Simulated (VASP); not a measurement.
# CaSe in VASP: settings compared, part 2 of 2

VASP 6.6.1. Earlier steps stand in the parts before.

**5. Single point, r2SCAN (strain along [111] +3.2%)**

The input, POSCAR:

```
CaSe
1.0
    0.0625160730      3.0300511847      3.0300511847
    3.0300511847      0.0625160730      3.0300511847
    3.0300511847      3.0300511847      0.0625160730
Ca Se
1 1
Direct
    0.0000000000      0.0000000000      0.0000000000
    0.5000000000      0.5000000000      0.5000000000
```

The input, INCAR.step1:

```
SYSTEM = CaSe
ALGO = Normal
EDIFF = 1E-5
ENCUT = 550
GGA = PE
GGA_COMPAT = .FALSE.
ISMEAR = 0
LASPH = .TRUE.
LCHARG = .FALSE.
LREAL = .FALSE.
LWAVE = .TRUE.
NBANDS = 15
NELM = 120
PREC = Accurate
SIGMA = 0.01
```

The input, INCAR.step2:

```
SYSTEM = CaSe
ALGO = Normal
EDIFF = 1E-6
ENCUT = 550
GGA_COMPAT = .FALSE.
ISIF = 2
ISMEAR = 0
ISTART = 1
LASPH = .TRUE.
LCHARG = .FALSE.
LMIXTAU = .TRUE.
LREAL = .FALSE.
LWAVE = .FALSE.
METAGGA = R2SCAN
NBANDS = 15
NELM = 120
PREC = Accurate
SIGMA = 0.01
```

The input, KPOINTS:

```
k-points
0
G
  8 8 8
  0 0 0
```

Potentials or basis: VASP PAW PBE potentials, release 64 (Ca_sv, Se).

Command:

```bash
cat potpaw_PBE.64/Ca_sv/POTCAR potpaw_PBE.64/Se/POTCAR > POTCAR
cp INCAR.step1 INCAR
mpirun -np 1 vasp_std > vasp.out
cp INCAR.step2 INCAR
mpirun -np 1 vasp_std > vasp.out
```

OUTCAR:

```text
SYSTEM = CaSe
   EDIFF = 1E-6
   ENCUT = 550
   ISIF = 2
   ISMEAR = 0
   ISTART = 1
   LASPH = .TRUE.
   LREAL = .FALSE.
   METAGGA = R2SCAN
   NELM = 120
   PREC = Accurate

 ion  position               nearest neighbor table
   1  0.000  0.000  0.000-
   2  0.500  0.500  0.500-

  LATTYP: Found a trigonal (rhomboedric) cell.
 ALAT       =     4.2855954806
 COS(alpha) =     0.5205212310

  Lattice vectors:

 A1 = (   0.0625160730,   3.0300511847,   3.0300511847)
 A2 = (   3.0300511847,   0.0625160730,   3.0300511847)
 A3 = (   3.0300511847,   3.0300511847,   0.0625160730)

Analysis of symmetry for initial positions (statically):
=====================================================================
 Subroutine PRICEL returns:
 Original cell was already a primitive cell.

 Routine SETGRP: Setting up the symmetry group for a
 trigonal (rhombohedral) supercell.

 Subroutine GETGRP returns: Found 12 space group operations
 (whereof 12 operations were pure point group operations)
 out of a pool of 12 trial point group operations.

The static configuration has the point symmetry D_3d.

Analysis of symmetry for dynamics (positions and initial velocities):
=====================================================================
 Subroutine PRICEL returns:
 Original cell was already a primitive cell.

 Routine SETGRP: Setting up the symmetry group for a
 trigonal (rhombohedral) supercell.

 Subroutine GETGRP returns: Found 12 space group operations
 (whereof 12 operations were pure point group operations)
 out of a pool of 12 trial point group operations.

The dynamic configuration has the point symmetry D_3d.

 Subroutine INISYM returns: Found 12 space group operations
 (whereof 12 operations are pure point group operations),
 and found     1 'primitive' translations

----------------------------------------------------------------------------------------

                                     Primitive cell

  volume of cell :      53.9174

  direct lattice vectors                    reciprocal lattice vectors
     0.062516073  3.030051185  3.030051185    -0.170210400  0.166769606  0.166769606
     3.030051185  0.062516073  3.030051185     0.166769606 -0.170210400  0.166769606
     3.030051185  3.030051185  0.062516073     0.166769606  0.166769606 -0.170210400

  length of vectors
     4.285595481  4.285595481  4.285595481     0.290853543  0.290853543  0.290853543

  position of ions in fractional coordinates (direct lattice)
     0.000000000  0.000000000  0.000000000
     0.500000000  0.500000000  0.500000000

  ion indices of the primitive-cell ions
   primitive index   ion index
                 1           1
                 2           2

----------------------------------------------------------------------------------------

 KPOINTS: k-points

Automatic generation of k-mesh.
 Grid dimensions read from file:
 generate k-points for:    8    8    8

 Generating k-lattice:

  Cartesian coordinates                     Fractional coordinates (reciprocal lattice)
    -0.021276300  0.020846201  0.020846201     0.125000000  0.000000000  0.000000000
     0.020846201 -0.021276300  0.020846201     0.000000000  0.125000000  0.000000000
[... 40 lines left out ...]
   k-points           NKPTS =     65   k-points in BZ     NKDIM =     65   number of bands    NBANDS=     15
   number of dos      NEDOS =    301   number of ions     NIONS =      2
   total plane-waves  NPLWV =  46656
   dimension x,y,z NGX =    36 NGY =   36 NGZ =   36
   dimension x,y,z NGXF=    72 NGYF=   72 NGZF=   72
   ions per type =               1   1
   NGX,Y,Z   is equivalent  to a cutoff of  13.97, 13.97, 13.97 a.u.
   NGXF,Y,Z  is equivalent  to a cutoff of  27.93, 27.93, 27.93 a.u.
 SYSTEM =  CaSe
   PREC   = accura    normal or accurate (medium, high low for compatibility)
   ISTART =      1    job   : 0-new  1-cont  2-samecut
   ICHARG =      0    charge: 1-file 2-atom 10-const
   ISPIN  =      1    spin polarized calculation?
   LNONCOLLINEAR =      F non collinear calculations
   LSORBIT =      F    spin-orbit coupling
   LASPH  =      T    aspherical Exc in radial PAW
   ENCUT  =  550.0 eV  40.42 Ry    6.36 a.u.   8.20  8.20  8.20*2*pi/ulx,y,z
   NELM   =    120;   NELMIN=  2; NELMDL=  0     # of ELM steps
   EDIFF  = 0.1E-05   stopping-criterion for ELM
   LREAL  =      F    real-space projection
   EDIFFG = 0.1E-04   stopping-criterion for IOM
   NSW    =      0    number of steps for IOM
   IBRION =     -1    ionic relax: 0-MD 1-quasi-New 2-CG
   NFREE  =      0    steps in history (QN), initial steepest desc. (CG)
   ISIF   =      2    stress and relaxation
   ISYM   =      2    0-nonsym 1-usesym 2-fastsym
   POTIM  = 0.5000    time-step for ionic-motion
   TEBEG  =    0.0;   TEEND  =   0.0 temperature during run
   PSTRESS=    0.0 pullay stress
   NELECT =      16.0000    total number of electrons
   NUPDOWN=      -1.0000    fix difference up-down
   EMIN   =  10.00;   EMAX   =-10.00  energy-range for DOS
   EFERMI =   0.00;   METHOD = LEGACY
   ISMEAR =     0;   SIGMA  =   0.01  broadening in eV -4-tet -1-fermi 0-gaus
   EFERMI_NEDOS =   21; number of points for ismear=-14 and -15
   IALGO  =     38    algorithm
   IMIX   =      4    mixing-type and parameters
     AMIX     =   0.40;   BMIX     =  1.00
     AMIX_MAG =   1.60;   BMIX_MAG =  1.00
  volume/ion in A,a.u.               =      26.96       181.93
  Fermi-wavevector in a.u.,A,eV,Ry     =   1.091956  2.063498 16.223154  1.192368
  Thomas-Fermi vector in A             =   2.228212
   LORBIT       =      0    0 simple, 1 ext, 2 COOP (PROOUT), +10 PAW based schemes
   METAGGA = R2SCAN    functional components
   LHFCALC =     F    Hartree Fock is set to
   AEXX    =    0.0000 exact exchange contribution
   IVDW    =     0    specifies the selected vdW correction
   LEPSILON=     F    determine dielectric tensor
   LRPA    =     F    only Hartree local field effects (RPA)
 non-spin polarized calculation
 Gauss-broadening in eV      SIGMA  =   0.01
  energy-cutoff  :      550.00
  volume of cell :       53.92
 maximum number of plane-waves:      1589
 NGX is ok and might be reduce to    36
   NGX = 17   NGY = 17   NGZ = 17

 number of electron      16.0000000 magnetization

 Free energy of the ion-electron system (eV)
  ---------------------------------------------------
  ext. energy  EPLUGINS =         0.00000000
  ---------------------------------------------------
  free energy    TOTEN  =       -25.96781294 eV

  energy without entropy =      -25.96781294  energy(sigma->0) =      -25.96781294

 E-fermi :   2.0382     XC(G=0):  -9.3972

 val. band max:        1.9714627208   @ k =   0.0000   0.0000   0.0000
 cond. band min:       4.4909414395   @ k =   0.5000   0.5000  -0.0000
 fundamental gap:      2.5194787187
 Fermi energy:         2.0381824867

 k-point     1 :       0.0000    0.0000    0.0000
  band No.  band energies     occupation
      1     -39.5259      2.00000
      2     -19.6319      2.00000
      3     -19.6319      2.00000
      4     -19.6232      2.00000
      5     -10.1437      2.00000
      6       1.7871      2.00000
      7       1.9715      2.00000
      8       1.9715      2.00000
      9       5.7220      0.00000
     10       6.0865      0.00000
     11       6.2107      0.00000
     12       6.2107      0.00000
     13       6.7108      0.00000
     14       6.7108      0.00000
[... 401 lines left out ...]
      2     -19.6882      2.00000
      3     -19.6392      2.00000
      4     -19.6353      2.00000
      5      -9.7197      2.00000
      6      -0.3269      2.00000
      7       0.9160      2.00000
      8       1.1052      2.00000
      9       6.4032      0.00000
     10       6.9931      0.00000
     11       7.5174      0.00000
     12       7.5948      0.00000
     13       8.6698      0.00000
     14       9.0695      0.00000
     15      11.8035      0.00000

 [... further k-points ...]

------------------------ aborting loop because EDIFF is reached ----------------------------------------

  FORCE on cell =-STRESS in cart. coord.  units (eV):
  Direction    XX          YY          ZZ          XY          YZ          ZX
  --------------------------------------------------------------------------------------
  -------------------------------------------------------------------------------------
  Total       -0.4410081     -0.4410081     -0.4410081     -0.2131951     -0.2131951     -0.2131951
  in kB      -13.1047337    -13.1047337    -13.1047337     -6.3351794     -6.3351794     -6.3351794
  external PRESSURE =     -13.1047337 kB  Pullay stress =       0.0000000 kB

 VOLUME and BASIS-vectors are now :
 -----------------------------------------------------------------------------
  energy-cutoff  :      550.00
  volume of cell :       53.92
      direct lattice vectors                 reciprocal lattice vectors
     0.062516073  3.030051185  3.030051185    -0.170210400  0.166769606  0.166769606
     3.030051185  0.062516073  3.030051185     0.166769606 -0.170210400  0.166769606
     3.030051185  3.030051185  0.062516073     0.166769606  0.166769606 -0.170210400

 POSITION                                       TOTAL-FORCE (eV/Angst)
 -----------------------------------------------------------------------------------
      0.00000      0.00000      0.00000        -0.000000     -0.000000      0.000000
      3.06131      3.06131      3.06131         0.000000      0.000000     -0.000000
 -----------------------------------------------------------------------------------
    total drift:                                0.000000      0.000000      0.000000

  FREE ENERGIE OF THE ION-ELECTRON SYSTEM (eV)
  ---------------------------------------------------
  free  energy   TOTEN  =       -25.9678129369 eV

  energy  without entropy=      -25.9678129369  energy(sigma->0) =      -25.96781294
```

Run time: 5.3 min. Hardware: 1 thread of AMD EPYC 7R43 (Zen 3), shared host; peak memory 0.22 GiB.

What came out:

```yaml
Free_energy: -25.9678 eV
Pressure: -1.3 GPa
Band_gap_on_the_k_mesh: 2.52 eV (least direct gap 3.41 eV)
```

Levels at points of the mesh, in eV from the valence-band top:
```csv
k point,band 6,band 7,band 8,band 9,band 10,band 11
"(0.00, 0.00, 0.00)",-0.18,0.00,0.00,3.75,4.12,4.24
"(0.50, 0.00, 0.00)",-3.17,-1.28,-1.13,4.94,5.77,6.03
"(0.50, 0.50, 0.00)",-2.50,-1.05,-0.89,2.52,5.47,5.54
"(0.50, 0.50, 0.50)",-3.23,-1.05,-1.05,5.10,5.86,5.89
```

Caveat: the cell differs from its parent crystal (strain along [111] +3.2%); the PAW data sets were made with another functional, which shifts forces and pressure a little. A k mesh can miss the band edges.

**6. Overview**

| level | cell | cutoff (eV) | smearing | gap on the mesh (eV) | pressure (GPa) |
| --- | --- | --- | --- | --- | --- |
| PBE | a = 4.286 Å, angles 58.6°, 2 atoms | 500 | fermi-dirac 0.02 eV | 2.05 | -0.8 |
| r2SCAN | a = 4.156, b = 4.156, c = 4.197 Å, angles 59.7, 59.7, 60.6°, 2 atoms | 550 | gaussian 0.01 eV | 2.45 | 1.4 |
| r2SCAN | a = 4.197, b = 4.266, c = 4.266 Å, angles 58.9, 60.5, 60.5°, 2 atoms | 550 | gaussian 0.01 eV | 2.58 | -1.2 |
| r2SCAN | a = 4.286 Å, angles 58.6°, 2 atoms | 550 | gaussian 0.01 eV | 2.52 | -1.3 |

Alike in all rows: task single point; potentials or basis VASP PAW PBE potentials, release 64 (Ca_sv, Se); no spin polarisation; k mesh 8 × 8 × 8.

Caveats: the PAW data sets were made with another functional, which shifts forces and pressure a little (at least some runs).

Total energies depend on the potentials used, so only differences within one code and one set of settings carry meaning.
